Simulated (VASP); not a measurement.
The system is MnHg.

```
Hg Mn
1.0
     3.31500    0.00000    0.00000
     0.00000    3.31500    0.00000
     0.00000    0.00000    3.31500
Hg Mn
1 1
Direct
  0.00000 0.00000 0.00000
  0.50000 0.50000 0.50000
```

Base run:

```yaml
Program: VASP 6.6.1
Functional: PBE
Potentials_or_basis: VASP PAW PBE potentials, release 64 (Hg, Mn_pv)
Cutoff: 520 eV
k_mesh: 7 × 7 × 7
Occupations: fermi-dirac, width 0.05 eV
Spin: collinear spin, ferromagnetic start
Starting_moments: "[0.0, 4.0] μB"
Fixed_moment: 4 μB
```

Its results: pressure 1.6 GPa; site moments Hg -0.04; Mn +3.88 μB.

**Question.** The run is repeated on the same cell with these changes: fixed moment from 4 μB to 2 μB; moments at the start from [0.0, 4.0] to [0.0, 2.0]. What comes out?

**Answer.** Pressure -9.5 GPa; site moments Hg -0.11; Mn +2.19 μB.

Caveats: the total moment is fixed, so each spin has its own Fermi level.
